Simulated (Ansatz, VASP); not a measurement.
## Sr in VASP and in Ansatz

```
CELL_PARAMETERS angstrom
6.95459 0.00000 0.00000
-3.47730 6.02286 0.00000
0.00000 0.00000 4.16694
ATOMIC_POSITIONS crystal
Sr 0.00000 0.00000 0.00000
Sr 0.33333 0.66667 0.50000
Sr 0.66667 0.33333 0.50000
```

Alike in both runs: functional revPBE; k mesh 6 × 6 × 8; occupations fermi-dirac, width 0.1 eV; no spin polarisation.

Ansatz relaxed the structure, and its values are those at the end. VASP's run is a single point on that final structure, the one shown.

```csv
,VASP,Ansatz
version,VASP 6.6.1,Ansatz 0.2.0
potentials or method,"VASP PAW PBE potentials, release 64 (Sr_sv), cutoff 520 eV","plane waves (420 eV) with PAW, scalar-relativistic"
valence electrons in the cell,30,30
```

```csv
,VASP,Ansatz,Ansatz less VASP
pressure (GPa),0.0,0.0,0.00
```

VASP's potentials were made for PBE, not for revPBE.
